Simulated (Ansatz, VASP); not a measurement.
**SiB5: VASP beside Ansatz**

```
CELL_PARAMETERS angstrom
-3.00837 -0.00052 4.19082
-4.32061 2.98632 0.00078
-4.32053 -2.98623 0.00158
ATOMIC_POSITIONS crystal
Si 0.89709 0.28620 0.28622
Si 0.10297 0.71381 0.71379
B 0.66465 0.99902 0.99903
B 0.33533 0.00100 0.00099
B 0.34267 0.98572 0.66288
B 0.65734 0.01430 0.33714
B 0.65732 0.33710 0.01430
B 0.34268 0.66291 0.98569
B 0.92366 0.17243 0.69866
B 0.92344 0.69875 0.17248
B 0.07650 0.30124 0.82752
B 0.07635 0.82753 0.30130
```

Change from the starting cell: cell x1, atoms moved at random (sigma 0.15 Å) and cell strained at random (1.5 %), then relaxed without symmetry.

Alike in both runs: functional PBE; k mesh 6 × 6 × 6; occupations gaussian, width 0.2 eV; no spin polarisation.

Ansatz relaxed the structure, and its values are those at the end. VASP's run is a single point on that final structure, the one shown.

|  | VASP | Ansatz |
| --- | --- | --- |
| version | VASP 6.6.1 | Ansatz 0.2.0 |
| potentials or method | VASP PAW PBE potentials, release 64 (Si, B), cutoff 520 eV | scalar-relativistic, plane waves, PAW |
| valence electrons in the cell | 38 | 38 |

Ansatz gave:

```
gap on the k mesh at the Fermi level (eV) : none
pressure (GPa)                            : 0.0
rms of the force components (eV/Å)        : 0.004
```

Question: Estimate VASP's values.

Answer: gap on the k mesh at the Fermi level (eV): none; pressure (GPa): 0.0; rms of the force components (eV/Å): 0.006.

A gap of «none» marks a metal or a gap that the smearing closes.
